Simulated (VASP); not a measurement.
# CaB3 (P6/mmm) in VASP: notebook

The runs below take CaB3 through single point, relaxation of cell and atoms, with PBE.

All numbers are computed with VASP 6.6.1; they aren't measurements. Logs are shortened: lines on timing, memory, paths and dates and some standing lists are left out, and cuts for length are marked.

## Step 1: The cell of the first run

The structure is hexagonal, space group P6/mmm (No. 191). Conventional cell: a = 5.017 Å, b = 5.017 Å, c = 4.695 Å, α = 90.00°, β = 90.00°, γ = 120.00°. Within 3.5 Å of Ca (site symmetry -6m2) lie 18 B at 2.63 to 3.45 Å and 3 Ca at 2.90 Å. B (site symmetry mm2) has 4 B at 1.71 to 2.06 Å within 2.3 Å.

The cell was generated, and may not be a known phase.

## Step 2: Single point, PBE

The input, INCAR:

```
SYSTEM = CaB3
PREC     = Accurate       ! precision mode
ENCUT    = 520            ! plane-wave cutoff, eV
EDIFF    = 1E-6           ! SCF threshold, eV
ISMEAR   = 0              ! smearing method
SIGMA    = 0.1            ! smearing width, eV
LREAL    = .False.        ! projectors in reciprocal space
LASPH    = .True.         ! aspherical terms in the spheres
NELM     = 100            ! most SCF steps
ALGO     = Normal         ! electronic algorithm
ISIF     = 2              ! what is computed and relaxed
LWAVE    = .False.        ! write WAVECAR
LCHARG   = .False.        ! write CHGCAR
GGA      = PE             ! functional
NBANDS   = 29             ! bands
```

The input, KPOINTS:

```
Automatic mesh
0
Gamma
  3 3 6
  0 0 0
```

The input, POSCAR:

```
CaB3
1.0
    5.0167656170      0.0000000000      0.0000000000
   -2.5083828085      4.3446464691      0.0000000000
    0.0000000000      0.0000000000      4.6946333020
Ca B
2 6
Direct
    0.3333333333      0.6666666667      0.0000000000
    0.6666666667      0.3333333333      0.0000000000
    0.8033549307      0.1966450693      0.5000000000
    0.8033549307      0.6067098613      0.5000000000
    0.3932901387      0.1966450693      0.5000000000
    0.1966450693      0.8033549307      0.5000000000
    0.1966450693      0.3932901387      0.5000000000
    0.6067098613      0.8033549307      0.5000000000
```

Potentials or basis: VASP PAW PBE potentials, release 64 (Ca_sv, B).

Command:

```console
$ cat potpaw_PBE.64/Ca_sv/POTCAR potpaw_PBE.64/B/POTCAR > POTCAR
$ mpirun -np 1 vasp_std > vasp.out
```

OUTCAR:

```text
SYSTEM = CaB3
   PREC = Accurate
   ENCUT = 520
   EDIFF = 1E-6
   ISMEAR = 0
   LREAL = .False.
   LASPH = .True.
   NELM = 100
   ISIF = 2
   GGA = PE

 ion  position               nearest neighbor table
   1  0.333  0.667  0.000-   7 2.63   7 2.63   8 2.63   6 2.63   6 2.63   8 2.63   2 2.90   2 2.90
                             2 2.90
   2  0.667  0.333  0.000-   4 2.63   4 2.63   5 2.63   3 2.63   3 2.63   5 2.63   1 2.90   1 2.90
                             1 2.90
   3  0.803  0.197  0.500-   8 1.71   7 1.71   4 2.06   5 2.06   2 2.63   2 2.63
   4  0.803  0.607  0.500-   6 1.71   8 1.71   3 2.06   5 2.06   2 2.63   2 2.63
   5  0.393  0.197  0.500-   6 1.71   7 1.71   4 2.06   3 2.06   2 2.63   2 2.63
   6  0.197  0.803  0.500-   5 1.71   4 1.71   7 2.06   8 2.06   1 2.63   1 2.63
   7  0.197  0.393  0.500-   3 1.71   5 1.71   6 2.06   8 2.06   1 2.63   1 2.63
   8  0.607  0.803  0.500-   3 1.71   4 1.71   7 2.06   6 2.06   1 2.63   1 2.63

  LATTYP: Found a hexagonal cell.
 ALAT       =     5.0167656170
 C/A-ratio  =     0.9357888449

  Lattice vectors:

 A1 = (   5.0167656170,   0.0000000000,   0.0000000000)
 A2 = (  -2.5083828085,   4.3446464691,   0.0000000000)
 A3 = (   0.0000000000,   0.0000000000,   4.6946333020)

Analysis of symmetry for initial positions (statically):
=====================================================================
 Subroutine PRICEL returns:
 Original cell was already a primitive cell.

 Routine SETGRP: Setting up the symmetry group for a
 hexagonal supercell.

 Subroutine GETGRP returns: Found 24 space group operations
 (whereof 24 operations were pure point group operations)
 out of a pool of 24 trial point group operations.

The static configuration has the point symmetry D_6h.

Analysis of symmetry for dynamics (positions and initial velocities):
=====================================================================
 Subroutine PRICEL returns:
 Original cell was already a primitive cell.

 Routine SETGRP: Setting up the symmetry group for a
 hexagonal supercell.

 Subroutine GETGRP returns: Found 24 space group operations
 (whereof 24 operations were pure point group operations)
 out of a pool of 24 trial point group operations.

The dynamic configuration has the point symmetry D_6h.

 Subroutine INISYM returns: Found 24 space group operations
 (whereof 24 operations are pure point group operations),
 and found     1 'primitive' translations

----------------------------------------------------------------------------------------

                                     Primitive cell

  volume of cell :     102.3246

  direct lattice vectors                    reciprocal lattice vectors
     5.016765617  0.000000000  0.000000000     0.199331616  0.115084162  0.000000000
    -2.508382808  4.344646469  0.000000000     0.000000000  0.230168325  0.000000000
     0.000000000  0.000000000  4.694633302     0.000000000  0.000000000  0.213009182

  length of vectors
     5.016765617  5.016765617  4.694633302     0.230168325  0.230168325  0.213009182

  position of ions in fractional coordinates (direct lattice)
     0.333333333  0.666666667  0.000000000
     0.666666667  0.333333333  0.000000000
     0.803354931  0.196645069  0.500000000
     0.803354931  0.606709861  0.500000000
     0.393290139  0.196645069  0.500000000
     0.196645069  0.803354931  0.500000000
     0.196645069  0.393290139  0.500000000
     0.606709861  0.803354931  0.500000000

  ion indices of the primitive-cell ions
   primitive index   ion index
                 1           1
                 2           2
                 3           3
                 4           4
                 5           5
                 6           6
                 7           7
                 8           8

----------------------------------------------------------------------------------------

 KPOINTS: Automatic mesh

Automatic generation of k-mesh.
 Grid dimensions read from file:
 generate k-points for:    3    3    6

 Generating k-lattice:

  Cartesian coordinates                     Fractional coordinates (reciprocal lattice)
     0.066443872  0.038361387  0.000000000     0.333333333  0.000000000  0.000000000
     0.000000000  0.076722775  0.000000000     0.000000000  0.333333333  0.000000000
     0.000000000  0.000000000  0.035501530     0.000000000  0.000000000  0.166666667

  Length of vectors
     0.076722775  0.076722775  0.035501530

  Shift w.r.t. Gamma in fractional coordinates (k-lattice)
     0.000000000  0.000000000  0.000000000

 Subroutine IBZKPT returns following result:
 ===========================================

 Found     12 irreducible k-points:

 Following reciprocal coordinates:
            Coordinates               Weight
  0.000000  0.000000  0.000000      1.000000
  0.333333 -0.000000  0.000000      6.000000
  0.333333  0.333333  0.000000      2.000000
  0.000000  0.000000  0.166667      2.000000
  0.333333 -0.000000  0.166667     12.000000
  0.333333  0.333333  0.166667      4.000000
  0.000000  0.000000  0.333333      2.000000
  0.333333 -0.000000  0.333333     12.000000
  0.333333  0.333333  0.333333      4.000000
  0.000000  0.000000  0.500000      1.000000
  0.333333 -0.000000  0.500000      6.000000
  0.333333  0.333333  0.500000      2.000000
   k-points           NKPTS =     12   k-points in BZ     NKDIM =     12   number of bands    NBANDS=     29
   number of dos      NEDOS =    301   number of ions     NIONS =      8
   total plane-waves  NPLWV =  57600
   dimension x,y,z NGX =    40 NGY =   40 NGZ =   36
   dimension x,y,z NGXF=    80 NGYF=   80 NGZF=   72
   ions per type =               2   6
   NGX,Y,Z   is equivalent  to a cutoff of  13.26, 13.26, 12.75 a.u.
   NGXF,Y,Z  is equivalent  to a cutoff of  26.51, 26.51, 25.50 a.u.
 SYSTEM =  CaB3
   PREC   = accura    normal or accurate (medium, high low for compatibility)
   ISTART =      0    job   : 0-new  1-cont  2-samecut
   ICHARG =      2    charge: 1-file 2-atom 10-const
   ISPIN  =      1    spin polarized calculation?
   LNONCOLLINEAR =      F non collinear calculations
   LSORBIT =      F    spin-orbit coupling
   LASPH  =      T    aspherical Exc in radial PAW
   ENCUT  =  520.0 eV  38.22 Ry    6.18 a.u.   9.33  9.33  8.73*2*pi/ulx,y,z
   NELM   =    100;   NELMIN=  2; NELMDL= -5     # of ELM steps
   EDIFF  = 0.1E-05   stopping-criterion for ELM
   LREAL  =      F    real-space projection
   EDIFFG = 0.1E-04   stopping-criterion for IOM
   NSW    =      0    number of steps for IOM
   IBRION =     -1    ionic relax: 0-MD 1-quasi-New 2-CG
   NFREE  =      0    steps in history (QN), initial steepest desc. (CG)
   ISIF   =      2    stress and relaxation
   ISYM   =      2    0-nonsym 1-usesym 2-fastsym
   POTIM  = 0.5000    time-step for ionic-motion
   TEBEG  =    0.0;   TEEND  =   0.0 temperature during run
   PSTRESS=    0.0 pullay stress
   NELECT =      38.0000    total number of electrons
   NUPDOWN=      -1.0000    fix difference up-down
   EMIN   =  10.00;   EMAX   =-10.00  energy-range for DOS
   EFERMI =   0.00;   METHOD = LEGACY
   ISMEAR =     0;   SIGMA  =   0.10  broadening in eV -4-tet -1-fermi 0-gaus
   EFERMI_NEDOS =   21; number of points for ismear=-14 and -15
   IALGO  =     38    algorithm
   IMIX   =      4    mixing-type and parameters
     AMIX     =   0.40;   BMIX     =  1.00
     AMIX_MAG =   1.60;   BMIX_MAG =  1.00
  volume/ion in A,a.u.               =      12.79        86.32
  Fermi-wavevector in a.u.,A,eV,Ry     =   1.176728  2.223693 18.839832  1.384689
  Thomas-Fermi vector in A             =   2.313087
   LORBIT       =      0    0 simple, 1 ext, 2 COOP (PROOUT), +10 PAW based schemes
   GGA     = PE    functional components
   LHFCALC =     F    Hartree Fock is set to
   AEXX    =    0.0000 exact exchange contribution
   IVDW    =     0    specifies the selected vdW correction
   LEPSILON=     F    determine dielectric tensor
   LRPA    =     F    only Hartree local field effects (RPA)
 non-spin polarized calculation
 Gauss-broadening in eV      SIGMA  =   0.10
  energy-cutoff  :      520.00
  volume of cell :      102.32
 maximum number of plane-waves:      2777
 NGX is ok and might be reduce to    40
   NGX = 19   NGY = 19   NGZ = 17

 number of electron      38.0000004 magnetization

 Free energy of the ion-electron system (eV)
  ---------------------------------------------------
  ext. energy  EPLUGINS =         0.00000000
  ---------------------------------------------------
  free energy    TOTEN  =       -39.34559453 eV

  energy without entropy =      -39.32839537  energy(sigma->0) =      -39.33699495

 E-fermi :   4.2838     XC(G=0): -10.0936

 val. band max:        4.2806245978   @ k =   0.3333  -0.0000   0.3333
 cond. band min:       4.4013480632   @ k =   0.0000   0.0000   0.0000
 fundamental gap:      0.1207234654
 Fermi energy:         4.2837776135

 k-point     1 :       0.0000    0.0000    0.0000
  band No.  band energies     occupation
      1     -37.0491      2.00000
      2     -36.8094      2.00000
      3     -18.4951      2.00000
      4     -18.4951      2.00000
      5     -18.0005      2.00000
      6     -17.7887      2.00000
[... 21 lines left out ...]
     28      10.0819      0.00000
     29      10.0900      0.00000

 k-point     2 :       0.3333   -0.0000    0.0000
  band No.  band energies     occupation
      1     -36.9993      2.00000
      2     -36.8609      2.00000
      3     -18.5470      2.00000
      4     -18.3866      2.00000
      5     -17.9486      2.00000
      6     -17.9053      2.00000
[... 21 lines left out ...]
     28       8.5717      0.00000
     29       9.8533      0.00000

 k-point     3 :       0.3333    0.3333    0.0000
  band No.  band energies     occupation
      1     -36.9305      2.00000
      2     -36.9305      2.00000
      3     -18.5997      2.00000
      4     -18.1468      2.00000
      5     -18.1468      2.00000
      6     -17.8779      2.00000
[... 254 lines left out ...]
      5     -17.9978      2.00000
      6     -17.9037      2.00000
[... 21 lines left out ...]
     28       8.1150      0.00000
     29       9.0790      0.00000

 k-point    12 :       0.3333    0.3333    0.5000
  band No.  band energies     occupation
      1     -36.9298      2.00000
      2     -36.9298      2.00000
      3     -18.5954      2.00000
      4     -18.1443      2.00000
      5     -18.1443      2.00000
      6     -17.9186      2.00000
[... 21 lines left out ...]
     28       7.4282      0.00000
     29      10.0336      0.00000

------------------------ aborting loop because EDIFF is reached ----------------------------------------

  FORCE on cell =-STRESS in cart. coord.  units (eV):
  Direction    XX          YY          ZZ          XY          YZ          ZX
  --------------------------------------------------------------------------------------
  -------------------------------------------------------------------------------------
  Total        0.0521889      0.0521889      0.2231967      0.0000000      0.0000000      0.0000000
  in kB        0.8171635      0.8171635      3.4947681      0.0000000      0.0000000      0.0000000
  external PRESSURE =       1.7096984 kB  Pullay stress =       0.0000000 kB

 VOLUME and BASIS-vectors are now :
 -----------------------------------------------------------------------------
  energy-cutoff  :      520.00
  volume of cell :      102.32
      direct lattice vectors                 reciprocal lattice vectors
     5.016765617  0.000000000  0.000000000     0.199331616  0.115084162  0.000000000
    -2.508382808  4.344646469  0.000000000     0.000000000  0.230168325  0.000000000
     0.000000000  0.000000000  4.694633302     0.000000000  0.000000000  0.213009182

 POSITION                                       TOTAL-FORCE (eV/Angst)
 -----------------------------------------------------------------------------------
     -0.00000      2.89643      0.00000         0.000000     -0.000000      0.000000
      2.50838      1.44822      0.00000         0.000000     -0.000000      0.000000
      3.53698      0.85435      2.34732         0.000076     -0.000044     -0.000000
      2.50838      2.63594      2.34732         0.000000      0.000087     -0.000000
      1.47978      0.85435      2.34732        -0.000076     -0.000044      0.000000
     -1.02860      3.49029      2.34732        -0.000076      0.000044     -0.000000
     -0.00000      1.70871      2.34732        -0.000000     -0.000087     -0.000000
      1.02860      3.49029      2.34732         0.000076      0.000044      0.000000
 -----------------------------------------------------------------------------------
    total drift:                                0.000000     -0.000000      0.000000

  FREE ENERGIE OF THE ION-ELECTRON SYSTEM (eV)
  ---------------------------------------------------
  free  energy   TOTEN  =       -39.3455945327 eV

  energy  without entropy=      -39.3283953660  energy(sigma->0) =      -39.33699495
```

Run time: 72 s. Hardware: 1 thread of Oxide Virtual Turin-like, shared host; peak memory 0.19 GiB.

What came out:

| Quantity | Value |
| --- | --- |
| Free energy | -39.3456 eV |
| Pressure | 0.2 GPa |
| Band gap on the k mesh | zero (bands 19 and 20 overlap by 0.85 eV) |

Caveat: the k points lie up to 0.48 Å⁻¹ apart, too coarse for converged energies and pressures of a metal.

## Step 3: Single point, PBE

This run uses another cell than the first one, of 21.30 Å³/atom.

The input, INCAR:

```
ALGO     = Normal         # electronic algorithm
EDIFF    = 1E-6           # SCF threshold, eV
ENCUT    = 520            # plane-wave cutoff, eV
GGA      = PE             # functional
ISIF     = 2              # what is computed and relaxed
ISMEAR   = 0              # smearing method
LASPH    = T              # aspherical terms in the spheres
LCHARG   = F              # write CHGCAR
LREAL    = F              # projectors in reciprocal space
LWAVE    = F              # write WAVECAR
NBANDS   = 29             # bands
NELM     = 60             # most SCF steps
PREC     = Accurate       # precision mode
SIGMA    = 0.1            # smearing width, eV
```

The input, KPOINTS:

```
k-points
0
Gamma
  3 3 6
```

The input, POSCAR:

```
CaB3
1.0
    7.5585242800      0.0000000000      0.0000000000
   -3.7792621400      6.5458740400      0.0000000000
    0.0000000000      0.0000000000      3.4446758600
Ca B
2 6
Direct
    0.3333333300      0.6666666700      0.0000000000
    0.6666666700      0.3333333300      0.0000000000
    0.8099998000      0.1900002000      0.5000000000
    0.8099998000      0.6199996000      0.5000000000
    0.3800004000      0.1900002000      0.5000000000
    0.1900002000      0.8099998000      0.5000000000
    0.1900002000      0.3800004000      0.5000000000
    0.6199996000      0.8099998000      0.5000000000
```

Potentials or basis: VASP PAW PBE potentials, release 64 (Ca_sv, B).

Command:

```console
$ cat potpaw_PBE.64/Ca_sv/POTCAR potpaw_PBE.64/B/POTCAR > POTCAR
$ mpirun -np 1 vasp_std > vasp.out
```

OUTCAR:

```text
EDIFF = 1E-6
   ENCUT = 520
   GGA = PE
   ISIF = 2
   ISMEAR = 0
   LASPH = T
   LREAL = F
   NELM = 60
   PREC = Accurate

 ion  position               nearest neighbor table
   1  0.333  0.667  0.000-   6 2.55   6 2.55   7 2.55   7 2.55   8 2.55   8 2.55
   2  0.667  0.333  0.000-   3 2.55   3 2.55   4 2.55   4 2.55   5 2.55   5 2.55
   3  0.810  0.190  0.500-   2 2.55   2 2.55
   4  0.810  0.620  0.500-   2 2.55   2 2.55
   5  0.380  0.190  0.500-   2 2.55   2 2.55
   6  0.190  0.810  0.500-   1 2.55   1 2.55
   7  0.190  0.380  0.500-   1 2.55   1 2.55
   8  0.620  0.810  0.500-   1 2.55   1 2.55
[... 581 lines left out ...]
  Total      -11.4086178    -11.4086178      5.6456676      0.0000000     -0.0000000      0.0000000
  in kB     -107.2483441   -107.2483441     53.0729065      0.0000000     -0.0000000      0.0000000
  external PRESSURE =     -53.8079272 kB  Pullay stress =       0.0000000 kB

 VOLUME and BASIS-vectors are now :
 -----------------------------------------------------------------------------
  energy-cutoff  :      520.00
  volume of cell :      170.43
      direct lattice vectors                 reciprocal lattice vectors
     7.558524280  0.000000000  0.000000000     0.132300958  0.076383993  0.000000000
    -3.779262140  6.545874040  0.000000000     0.000000000  0.152767987  0.000000000
     0.000000000  0.000000000  3.444675860     0.000000000  0.000000000  0.290303077

 POSITION                                       TOTAL-FORCE (eV/Angst)
 -----------------------------------------------------------------------------------
     -0.00000      4.36392      0.00000         0.000000      0.000000      0.000000
      3.77926      2.18196      0.00000         0.000000      0.000000      0.000000
      5.40434      1.24372      1.72234         2.078787     -1.200188     -0.000000
      3.77926      4.05844      1.72234         0.000000      2.400377      0.000000
      2.15418      1.24372      1.72234        -2.078787     -1.200188      0.000000
     -1.62508      5.30216      1.72234        -2.078787      1.200188      0.000000
      0.00000      2.48743      1.72234         0.000000     -2.400377     -0.000000
      1.62508      5.30216      1.72234         2.078787      1.200188      0.000000
 -----------------------------------------------------------------------------------
    total drift:                               -0.000000      0.000000      0.000000

  FREE ENERGIE OF THE ION-ELECTRON SYSTEM (eV)
  ---------------------------------------------------
  free  energy   TOTEN  =       -23.9514749994 eV

  energy  without entropy=      -23.9117473544  energy(sigma->0) =      -23.93161118
```

stdout:

```text
POSCAR found type information on POSCAR CaB
 POSCAR found :  2 types and       8 ions
 scaLAPACK will be used
 LDA part: xc-table for (Slater+PW92), standard interpolation
 POSCAR, INCAR and KPOINTS ok, starting setup
 FFT: planning ... GRIDC
 FFT: planning ... GRID_SOFT
 FFT: planning ... GRID
 WAVECAR not read
 entering main loop
```

It took 2 min on 1 thread of Oxide Virtual Turin-like, shared host; peak memory 0.25 GiB.

What came out:

```yaml
Free_energy: -23.9515 eV
Pressure: -5.4 GPa
Largest_force: 2.400 eV/Å
Band_gap_on_the_k_mesh: zero (bands 19 and 20 overlap by 1.19 eV)
```

Forces on the atoms (eV/Å):
```
Ca   0.000  0.000  0.000
Ca   0.000  0.000  0.000
B    2.079 -1.200  0.000
B    0.000  2.400  0.000
B   -2.079 -1.200  0.000
B   -2.079  1.200  0.000
B    0.000 -2.400  0.000
B    2.079  1.200  0.000
```

Stress tensor (GPa, compression positive):
```
-10.72   0.00   0.00
  0.00 -10.72   0.00
  0.00   0.00   5.31
```

Levels at points of the mesh, in eV from the Fermi level:
```tsv
k point	band 15	band 16	band 17	band 18	band 19	band 20	band 21	band 22	band 23	band 24
(0.00, 0.00, 0.00)	-2.42	-0.53	-0.07	-0.07	0.80	0.80	1.56	1.56	1.66	1.98
(0.00, 0.00, 0.50)	-2.47	-1.00	-0.96	-0.96	-0.07	-0.07	0.06	0.34	0.34	0.52
```

Caveat: the stress differs along the axes, from -11 to 5 GPa; forces of over 1 eV/Å act on the atoms, so gaps and moduli don't describe the material at rest.

(Part 1 of 2 ends here.)

The gap in the log of VASP goes by the Fermi energy; the results here count the filled bands.